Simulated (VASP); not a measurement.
Input of a VASP 6.6.1 run:

File INCAR:

```
SYSTEM = Mg3Si2N
  ALGO = Normal
  EDIFF = 1E-6
  ENCUT = 520
  GGA = PE
  ISIF = 2
  ISMEAR = 0
  ISPIN = 2
  LASPH = .TRUE.
  LCHARG = .TRUE.
  LELF = .TRUE.
  LORBIT = 11
  LREAL = .FALSE.
  LVHAR = .TRUE.
  LWAVE = .FALSE.
  MAGMOM = 0 0 0 0 0 1
  NBANDS = 22
  NELM = 150
  PREC = Accurate
  SIGMA = 0.1
```

KPOINTS

```
k-points
0
G
  6 6 4
  0 0 0
```

POSCAR

```
Mg3Si2N
1.0
    4.9356397200      0.0000000000      0.0000000000
   -2.4678198600      4.2743893900      0.0000000000
    0.0000000000      0.0000000000      5.1870591500
Mg Si N
3 2 1
Direct
    0.5000000000      0.0000000000      0.5000000000
    0.0000000000      0.5000000000      0.5000000000
    0.5000000000      0.5000000000      0.5000000000
    0.0000000000      0.0000000000      0.8345082500
    0.0000000000      0.0000000000      0.1654917500
    0.0000000000      0.0000000000      0.5000000000
```

Potentials or basis: VASP PAW PBE potentials, release 64 (Mg, Si, N).

Command:

```console
$ cat potpaw_PBE.64/Mg/POTCAR potpaw_PBE.64/Si/POTCAR potpaw_PBE.64/N/POTCAR > POTCAR
$ mpirun -np 1 vasp_std > vasp.out
```

Problem. Estimate the pressure.

Solution. 27.6 GPa.

Problem. What does it give for the net moment?

Solution. 0.00 μB per cell.

Forces on the atoms (eV/Å):
```
Mg    0.000   0.000   0.000
Mg    0.000   0.000   0.000
Mg    0.000   0.000   0.000
Si    0.000   0.000 -15.184
Si    0.000   0.000  15.184
N     0.000   0.000   0.000
```

Caveat: the stress differs along the axes, from 21 to 42 GPa; forces of over 1 eV/Å act on the atoms, so gaps and moduli don't describe the material at rest.
